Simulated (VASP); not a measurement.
Write the native input for VASP 6.6.1 that does the following.

- Task: single point
- Functional: r2SCAN
- Potentials or basis: VASP PAW PBE potentials, release 64 (Bi_d)
- Cutoff: 520 eV
- k mesh: 6 × 6 × 4
- Occupations: gaussian, width 0.1 eV
- Spin: no spin polarisation
- Dipole correction: no
- Further INCAR settings: ALGO = Normal; EDIFF = 1e-06; NBANDS = 38

Crystal: Bi.

```xyz
4
Lattice="5.3270 0.0000 0.0000 -2.6635 4.6133 0.0000 0.0000 0.0000 6.5520" Properties=species:S:1:pos:R:3 pbc="T T T"
Bi    0.0000    0.0000    1.6380
Bi    0.0000    0.0000    4.9140
Bi    0.0000    3.0756    4.9140
Bi    2.6635    1.5378    1.6380
```

This isn't the form of Bi at room conditions, which is rhombohedral.

One way to write it, as run:

POSCAR

```
Bi
1.0
    5.3270175292      0.0000000000      0.0000000000
   -2.6635087646      4.6133325067      0.0000000000
    0.0000000000      0.0000000000      6.5519689014
Bi
4
Direct
    0.0000000000      0.0000000000      0.2500000000
    0.0000000000      0.0000000000      0.7500000000
    0.3333333333      0.6666666667      0.7500000000
    0.6666666667      0.3333333333      0.2500000000
```

INCAR.step1

```
ALGO = Normal
EDIFF = 1E-4
ENCUT = 520
GGA = PE
ISMEAR = 0
LASPH = True
LCHARG = False
LREAL = False
LWAVE = True
NBANDS = 38
NELM = 100
PREC = Accurate
SIGMA = 0.1
```

INCAR.step2

```
ALGO = Normal
EDIFF = 1E-6
ENCUT = 520
ISIF = 2
ISMEAR = 0
ISTART = 1
LASPH = True
LCHARG = False
LMIXTAU = True
LREAL = False
LWAVE = False
METAGGA = R2SCAN
NBANDS = 38
NELM = 100
PREC = Accurate
SIGMA = 0.1
```

KPOINTS

```
k-points
0
Gamma
  6 6 4
```

Potentials or basis: VASP PAW PBE potentials, release 64 (Bi_d).

Command:

```bash
$ cat potpaw_PBE.64/Bi_d/POTCAR > POTCAR
$ cp INCAR.step1 INCAR
$ mpirun -np 1 vasp_std > vasp.out
$ cp INCAR.step2 INCAR
$ mpirun -np 1 vasp_std > vasp.out
```

Results of the run:

- Pressure: 0.3 GPa
- Band gap on the k mesh: zero (bands 30 and 31 overlap by 0.49 eV)

Caveat: the PAW data sets were made with another functional, which shifts forces and pressure a little; spin-orbit coupling is left out, which moves the levels of the heavy elements.

Wall time 11 min on 1 thread of Intel Xeon 8259CL (shared host), peak memory 0.34 GiB.
